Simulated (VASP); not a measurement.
Write the native input for VASP 6.6.1 that does the following.

```yaml
Task: single point
Functional: PBEsol
Potentials_or_basis: VASP PAW PBE potentials, release 64 (Sn_d)
Cutoff: 520 eV
k_mesh: 18 × 18 × 18
Occupations: gaussian, width 0.15 eV
Spin: no spin polarisation
Dipole_correction: no
Further_INCAR_settings: ALGO = Fast; EDIFF = 1e-06; NBANDS = 13
```

The structure of Sn lies in POSCAR:

```
Sn
1.0
   -1.8946518192      1.8946518192      1.7430796737
    1.8946518192     -1.8946518192      1.7430796737
    1.8946518192      1.8946518192     -1.7430796737
Sn
1
Direct
    0.0000000000      0.0000000000      0.0000000000
```

This cell differs from its parent crystal: strain +0.000 along x and y, -0.080 along z.

The input as run:

INCAR

```
ALGO = Fast ; EDIFF = 1E-6
ENCUT = 520 ; GGA = PS
ISIF = 2 ; ISMEAR = 0
LASPH = True ; LCHARG = True
LELF = True ; LREAL = False
LVHAR = True ; LWAVE = False
NBANDS = 13 ; NELM = 60
PREC = Accurate ; SIGMA = 0.15
```

KPOINTS

```
k-points
0
Gamma
  18 18 18
```

Potentials or basis: VASP PAW PBE potentials, release 64 (Sn_d).

Command:

```bash
$ cat potpaw_PBE.64/Sn_d/POTCAR > POTCAR
$ mpirun -np 1 vasp_std > vasp.out
```

Results of the run:

- Pressure: 2.8 GPa
- Band gap on the k mesh: zero (band 7 reaches 17.32 eV, above the bottom of band 8 at 6.36 eV)

Caveat: the cell differs from its parent crystal (strain +0.000 along x and y, -0.080 along z); the PAW data sets were made with another functional, which shifts forces and pressure a little; spin-orbit coupling is left out, which moves the levels of the heavy elements.

Run time: 38 s on 1 thread of Intel(R) Xeon(R) 6975P-C (Granite Rapids), with other jobs on the host, peak memory 0.24 GiB.
